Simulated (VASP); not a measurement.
The system is YZr2.

```
CELL_PARAMETERS angstrom
0.00000 3.90879 3.90879
3.90879 0.00000 3.90879
3.90879 3.90879 0.00000
ATOMIC_POSITIONS crystal
Y 0.00000 0.00000 0.00000
Y 0.25000 0.25000 0.25000
Zr 0.62500 0.62500 0.62500
Zr 0.12500 0.62500 0.62500
Zr 0.62500 0.62500 0.12500
Zr 0.62500 0.12500 0.62500
```

| Item | Value |
| --- | --- |
| Program | VASP 6.6.1 |
| Task | relaxation of cell and atoms |
| Functional | PBE |
| Potentials or basis | VASP PAW PBE potentials, release 64 (Y_sv, Zr_sv) |
| Cutoff | 600 eV |
| k mesh | 4 × 4 × 4 |
| Occupations | gaussian, width 0.1 eV |
| Spin | no spin polarisation |

At the start: pressure 27.8 GPa; volume 19.91 Å³/atom.

**Question.** How do energy, volume and symmetry change on relaxing?

**Answer.** Over 3 steps the energy falls by 483.4 meV/atom and the volume is 26.65 Å³/atom (+33.9 %); space group Fd-3m (No. 227, to 0.1 Å) before and after.

Step by step:
```csv
step,energy change (eV),largest force (eV/Å),pressure (GPa),volume (Å³)
1,0.0000,0.0000,27.78,119.44
2,-2.0331,0.0000,-8.09,189.61
3,-2.9004,0.0000,-0.21,159.92
```

Final structure:
```yaml
crystal:
  lattice:
    - [0.00000, 4.30811, 4.30811]
    - [4.30811, 0.00000, 4.30811]
    - [4.30811, 4.30811, 0.00000]
  atoms:
    - { symbol: Y, position: [0.00000, 0.00000, 0.00000] }
    - { symbol: Y, position: [0.25000, 0.25000, 0.25000] }
    - { symbol: Zr, position: [0.62500, 0.62500, 0.62500] }
    - { symbol: Zr, position: [0.12500, 0.62500, 0.62500] }
    - { symbol: Zr, position: [0.62500, 0.62500, 0.12500] }
    - { symbol: Zr, position: [0.62500, 0.12500, 0.62500] }
```

Caveat: the volume moved by over 15 % at a fixed basis, so the end points are rough.
